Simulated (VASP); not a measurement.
# Ti3Al (P-6m2) in VASP: single point with PBE

Aim: the single point of Ti3Al with PBE.

Program: VASP 6.6.1. These are calculated values, not measurements. Logs are shortened: lines on timing, memory, paths and dates and some standing lists are left out, and cuts for length are marked.

**1. The cell of the first run**

Symmetry: P-6m2, No. 187, hexagonal system. Conventional cell: a = 2.813 Å, b = 2.813 Å, c = 9.696 Å, α = 90.00°, β = 90.00°, γ = 120.00°. Within 3.7 Å of Ti (site symmetry -6m2) lie 12 Ti at 2.81 to 2.95 Å. Ti (site symmetry 3m) has 9 Ti at 2.81 to 2.95 Å and 3 Al at 2.89 Å within 3.7 Å. Al (site symmetry -6m2) has 6 Al at 2.81 Å and 6 Ti at 2.89 Å within 3.7 Å.

**2. Single point, PBE (strained)**

File INCAR:

```
SYSTEM = Ti3Al
PREC = Accurate
ENCUT = 520
EDIFF = 1E-6
ISMEAR = 0
SIGMA = 0.1
LREAL = .False.
LASPH = .True.
NELM = 100
ALGO = Fast
ISIF = 2
LWAVE = .False.
LCHARG = .False.
GGA = PE
NBANDS = 28
```

File KPOINTS:

```
regular mesh
0
Gamma
  18 18 6
  0 0 0
```

File POSCAR:

```
Ti3Al
1.0
    2.8130167711      0.0000000000      0.0000000000
   -1.4065083855      2.4361439851      0.0000000000
    0.0000000000      0.0000000000      9.6957992986
Ti Al
3 1
Direct
    0.6666666700      0.3333333300      0.0000000000
    0.3333333300      0.6666666700      0.7459956104
    0.3333333300      0.6666666700      0.2540043896
    0.6666666700      0.3333333300      0.5000000000
```

Potentials or basis: VASP PAW PBE potentials, release 64 (Ti_sv, Al).

Command:

```bash
> cat potpaw_PBE.64/Ti_sv/POTCAR potpaw_PBE.64/Al/POTCAR > POTCAR
> mpirun -np 1 vasp_std > vasp.out
```

OUTCAR:

```text
SYSTEM = Ti3Al
   PREC = Accurate
   ENCUT = 520
   EDIFF = 1E-6
   ISMEAR = 0
   LREAL = .False.
   LASPH = .True.
   NELM = 100
   ISIF = 2
   GGA = PE

 ion  position               nearest neighbor table
   1  0.667  0.333  0.000-
   2  0.333  0.667  0.746-   4 2.89   4 2.89   4 2.89
   3  0.333  0.667  0.254-   4 2.89   4 2.89   4 2.89
   4  0.667  0.333  0.500-   2 2.89   3 2.89   2 2.89   3 2.89   2 2.89   3 2.89

  LATTYP: Found a hexagonal cell.
 ALAT       =     2.8130167711
 C/A-ratio  =     3.4467619952

  Lattice vectors:

 A1 = (   2.8130167711,   0.0000000000,   0.0000000000)
 A2 = (  -1.4065083855,   2.4361439851,   0.0000000000)
 A3 = (   0.0000000000,   0.0000000000,   9.6957992986)

Analysis of symmetry for initial positions (statically):
=====================================================================
 Subroutine PRICEL returns:
 Original cell was already a primitive cell.

 Routine SETGRP: Setting up the symmetry group for a
 hexagonal supercell.

 Subroutine GETGRP returns: Found 12 space group operations
 (whereof 12 operations were pure point group operations)
 out of a pool of 24 trial point group operations.

The static configuration has the point symmetry D_3h.

Analysis of symmetry for dynamics (positions and initial velocities):
=====================================================================
 Subroutine PRICEL returns:
 Original cell was already a primitive cell.

 Routine SETGRP: Setting up the symmetry group for a
 hexagonal supercell.

 Subroutine GETGRP returns: Found 12 space group operations
 (whereof 12 operations were pure point group operations)
 out of a pool of 24 trial point group operations.

The dynamic configuration has the point symmetry D_3h.

 Subroutine INISYM returns: Found 12 space group operations
 (whereof 12 operations are pure point group operations),
 and found     1 'primitive' translations

----------------------------------------------------------------------------------------

                                     Primitive cell

  volume of cell :      66.4445

  direct lattice vectors                    reciprocal lattice vectors
     2.813016771  0.000000000  0.000000000     0.355490237  0.205242384  0.000000000
    -1.406508386  2.436143985  0.000000000     0.000000000  0.410484769  0.000000000
     0.000000000  0.000000000  9.695799299     0.000000000  0.000000000  0.103137448

  length of vectors
     2.813016771  2.813016771  9.695799299     0.410484769  0.410484769  0.103137448

  position of ions in fractional coordinates (direct lattice)
     0.666666670  0.333333330  0.000000000
     0.333333330  0.666666670  0.745995610
     0.333333330  0.666666670  0.254004390
     0.666666670  0.333333330  0.500000000

  ion indices of the primitive-cell ions
   primitive index   ion index
                 1           1
                 2           2
                 3           3
                 4           4

----------------------------------------------------------------------------------------

 KPOINTS: regular mesh

Automatic generation of k-mesh.
 Grid dimensions read from file:
 generate k-points for:   18   18    6

 Generating k-lattice:

  Cartesian coordinates                     Fractional coordinates (reciprocal lattice)
     0.019749458  0.011402355  0.000000000     0.055555556  0.000000000  0.000000000
     0.000000000  0.022804709  0.000000000     0.000000000  0.055555556  0.000000000
     0.000000000  0.000000000  0.017189575     0.000000000  0.000000000  0.166666667

  Length of vectors
     0.022804709  0.022804709  0.017189575

  Shift w.r.t. Gamma in fractional coordinates (k-lattice)
     0.000000000  0.000000000  0.000000000

 Subroutine IBZKPT returns following result:
 ===========================================

 Found    148 irreducible k-points:

 Following reciprocal coordinates:
            Coordinates               Weight
  0.000000  0.000000  0.000000      1.000000
  0.055556 -0.000000  0.000000      6.000000
  0.111111 -0.000000  0.000000      6.000000
  0.166667 -0.000000  0.000000      6.000000
  0.222222 -0.000000  0.000000      6.000000
  0.277778 -0.000000  0.000000      6.000000
[... 16 lines left out ...]
  0.333333  0.111111  0.000000     12.000000
  0.388889  0.111111  0.000000     12.000000
 [... further k-points ...]
   k-points           NKPTS =    148   k-points in BZ     NKDIM =    148   number of bands    NBANDS=     28
   number of dos      NEDOS =    301   number of ions     NIONS =      4
   total plane-waves  NPLWV =  41472
   dimension x,y,z NGX =    24 NGY =   24 NGZ =   72
   dimension x,y,z NGXF=    48 NGYF=   48 NGZF=  144
   ions per type =               3   1
   NGX,Y,Z   is equivalent  to a cutoff of  14.18, 14.18, 12.35 a.u.
   NGXF,Y,Z  is equivalent  to a cutoff of  28.37, 28.37, 24.69 a.u.
 SYSTEM =  Ti3Al
   PREC   = accura    normal or accurate (medium, high low for compatibility)
   ISTART =      0    job   : 0-new  1-cont  2-samecut
   ICHARG =      2    charge: 1-file 2-atom 10-const
   ISPIN  =      1    spin polarized calculation?
   LNONCOLLINEAR =      F non collinear calculations
   LSORBIT =      F    spin-orbit coupling
   LASPH  =      T    aspherical Exc in radial PAW
   ENCUT  =  520.0 eV  38.22 Ry    6.18 a.u.   5.23  5.23 18.03*2*pi/ulx,y,z
   NELM   =    100;   NELMIN=  2; NELMDL= -5     # of ELM steps
   EDIFF  = 0.1E-05   stopping-criterion for ELM
   LREAL  =      F    real-space projection
   EDIFFG = 0.1E-04   stopping-criterion for IOM
   NSW    =      0    number of steps for IOM
   IBRION =     -1    ionic relax: 0-MD 1-quasi-New 2-CG
   NFREE  =      0    steps in history (QN), initial steepest desc. (CG)
   ISIF   =      2    stress and relaxation
   ISYM   =      2    0-nonsym 1-usesym 2-fastsym
   POTIM  = 0.5000    time-step for ionic-motion
   TEBEG  =    0.0;   TEEND  =   0.0 temperature during run
   PSTRESS=    0.0 pullay stress
   NELECT =      39.0000    total number of electrons
   NUPDOWN=      -1.0000    fix difference up-down
   EMIN   =  10.00;   EMAX   =-10.00  energy-range for DOS
   EFERMI =   0.00;   METHOD = LEGACY
   ISMEAR =     0;   SIGMA  =   0.10  broadening in eV -4-tet -1-fermi 0-gaus
   EFERMI_NEDOS =   21; number of points for ismear=-14 and -15
   IALGO  =     68    algorithm
   IMIX   =      4    mixing-type and parameters
     AMIX     =   0.40;   BMIX     =  1.00
     AMIX_MAG =   1.60;   BMIX_MAG =  1.00
  volume/ion in A,a.u.               =      16.61       112.10
  Fermi-wavevector in a.u.,A,eV,Ry     =   1.370703  2.590253 25.562994  1.878827
  Thomas-Fermi vector in A             =   2.496466
   LORBIT       =      0    0 simple, 1 ext, 2 COOP (PROOUT), +10 PAW based schemes
   GGA     = PE    functional components
   LHFCALC =     F    Hartree Fock is set to
   AEXX    =    0.0000 exact exchange contribution
   IVDW    =     0    specifies the selected vdW correction
   LEPSILON=     F    determine dielectric tensor
   LRPA    =     F    only Hartree local field effects (RPA)
 non-spin polarized calculation
 RMM-DIIS sequential band-by-band and
 Gauss-broadening in eV      SIGMA  =   0.10
  energy-cutoff  :      520.00
  volume of cell :       66.44
 maximum number of plane-waves:      1807
 NGX is ok and might be reduce to    24
   NGX = 11   NGY = 11   NGZ = 37

 number of electron      39.0000002 magnetization

 Free energy of the ion-electron system (eV)
  ---------------------------------------------------
  ext. energy  EPLUGINS =         0.00000000
  ---------------------------------------------------
  free energy    TOTEN  =       -27.60979904 eV

  energy without entropy =      -27.58718096  energy(sigma->0) =      -27.59849000

 E-fermi :   8.3360     XC(G=0): -11.3254

 val. band max:        8.3343619063   @ k =   0.3333   0.0000   0.3333
 cond. band min:       8.3372922163   @ k =   0.5000   0.0000   0.3333
 fundamental gap:      0.0029303100
 Fermi energy:         8.3360188670

 k-point     1 :       0.0000    0.0000    0.0000
  band No.  band energies     occupation
      1     -48.3295      2.00000
      2     -48.2639      2.00000
      3     -48.2437      2.00000
      4     -24.8015      2.00000
      5     -24.5682      2.00000
      6     -24.3632      2.00000
[... 20 lines left out ...]
     27      10.8455      0.00000
     28      11.2729      0.00000

 k-point     2 :       0.0556   -0.0000    0.0000
  band No.  band energies     occupation
      1     -48.3256      2.00000
      2     -48.2604      2.00000
      3     -48.2406      2.00000
      4     -24.7956      2.00000
      5     -24.5659      2.00000
      6     -24.3638      2.00000
[... 20 lines left out ...]
     27      10.8058      0.00000
     28      11.1849      0.00000

 k-point     3 :       0.1111   -0.0000    0.0000
  band No.  band energies     occupation
      1     -48.3142      2.00000
      2     -48.2502      2.00000
      3     -48.2316      2.00000
      4     -24.7785      2.00000
      5     -24.5601      2.00000
      6     -24.3667      2.00000
[... 20 lines left out ...]
     27      10.7044      0.00000
     28      10.9673      0.00000

 k-point     4 :       0.1667   -0.0000    0.0000
  band No.  band energies     occupation
      1     -48.2967      2.00000
      2     -48.2346      2.00000
      3     -48.2179      2.00000
      4     -24.7522      2.00000
      5     -24.5551      2.00000
      6     -24.3783      2.00000
[... 20 lines left out ...]
     27      10.5927      0.00000
     28      10.7716      0.00000

 k-point     5 :       0.2222   -0.0000    0.0000
  band No.  band energies     occupation
      1     -48.2749      2.00000
      2     -48.2153      2.00000
      3     -48.2013      2.00000
      4     -24.7209      2.00000
      5     -24.5658      2.00000
      6     -24.4261      2.00000
[... 20 lines left out ...]
     27      10.6381      0.00000
     28      10.6891      0.00000

 k-point     6 :       0.2778   -0.0000    0.0000
  band No.  band energies     occupation
      1     -48.2515      2.00000
      2     -48.1948      2.00000
      3     -48.1836      2.00000
      4     -24.6944      2.00000
      5     -24.6241      2.00000
      6     -24.5143      2.00000
[... 463 lines left out ...]
      5     -24.6298      2.00000
      6     -24.5280      2.00000
[... 20 lines left out ...]
     27      11.1447      0.00000
     28      11.1912      0.00000

 k-point    22 :       0.2778    0.1111    0.0000
  band No.  band energies     occupation
      1     -48.2232      2.00000
      2     -48.1702      2.00000
      3     -48.1629      2.00000
      4     -24.7092      2.00000
      5     -24.6980      2.00000
      6     -24.6188      2.00000
[... 20 lines left out ...]
     27      11.2352      0.00000
     28      11.4360      0.00000

 k-point    23 :       0.3333    0.1111    0.0000
  band No.  band energies     occupation
      1     -48.2057      2.00000
      2     -48.1553      2.00000
      3     -48.1506      2.00000
      4     -24.7813      2.00000
      5     -24.7463      2.00000
      6     -24.6914      2.00000
[... 20 lines left out ...]
     27      11.2362      0.00000
     28      11.3657      0.00000

 k-point    24 :       0.3889    0.1111    0.0000
  band No.  band energies     occupation
      1     -48.1942      2.00000
      2     -48.1455      2.00000
      3     -48.1426      2.00000
      4     -24.8298      2.00000
      5     -24.7873      2.00000
      6     -24.7383      2.00000
[... 20 lines left out ...]
     27      11.2606      0.00000
     28      11.6464      0.00000

 [... further k-points ...]
[... 5 lines left out ...]
  --------------------------------------------------------------------------------------
  -------------------------------------------------------------------------------------
  Total        2.9152132      2.9152132     -1.8477455      0.0000000      0.0000000      0.0000000
  in kB       70.2946085     70.2946085    -44.5547323      0.0000000      0.0000000      0.0000000
  external PRESSURE =      32.0114949 kB  Pullay stress =       0.0000000 kB

 VOLUME and BASIS-vectors are now :
 -----------------------------------------------------------------------------
  energy-cutoff  :      520.00
  volume of cell :       66.44
      direct lattice vectors                 reciprocal lattice vectors
     2.813016771  0.000000000  0.000000000     0.355490237  0.205242384  0.000000000
    -1.406508386  2.436143985  0.000000000     0.000000000  0.410484769  0.000000000
     0.000000000  0.000000000  9.695799299     0.000000000  0.000000000  0.103137448

 POSITION                                       TOTAL-FORCE (eV/Angst)
 -----------------------------------------------------------------------------------
      1.40651      0.81205      0.00000         0.000000     -0.000000      0.000000
     -0.00000      1.62410      7.23302        -0.000000      0.000000      0.000949
     -0.00000      1.62410      2.46278        -0.000000      0.000000     -0.000949
      1.40651      0.81205      4.84790         0.000000     -0.000000      0.000000
 -----------------------------------------------------------------------------------
    total drift:                                0.000027     -0.000015      0.000000

  FREE ENERGIE OF THE ION-ELECTRON SYSTEM (eV)
  ---------------------------------------------------
  free  energy   TOTEN  =       -27.6097990439 eV

  energy  without entropy=      -27.5871809609  energy(sigma->0) =      -27.59849000
```

It took 11 min on 1 thread of Intel Xeon Platinum 8488C (Sapphire Rapids), shared host; peak memory 0.35 GiB.

What came out:

- Free energy: -27.6098 eV
- Pressure: 3.2 GPa

Stress tensor (GPa, compression positive):
```
 7.03  0.00  0.00
 0.00  7.03  0.00
 0.00  0.00 -4.46
```

Caveat: the cell differs from its parent crystal (strained).
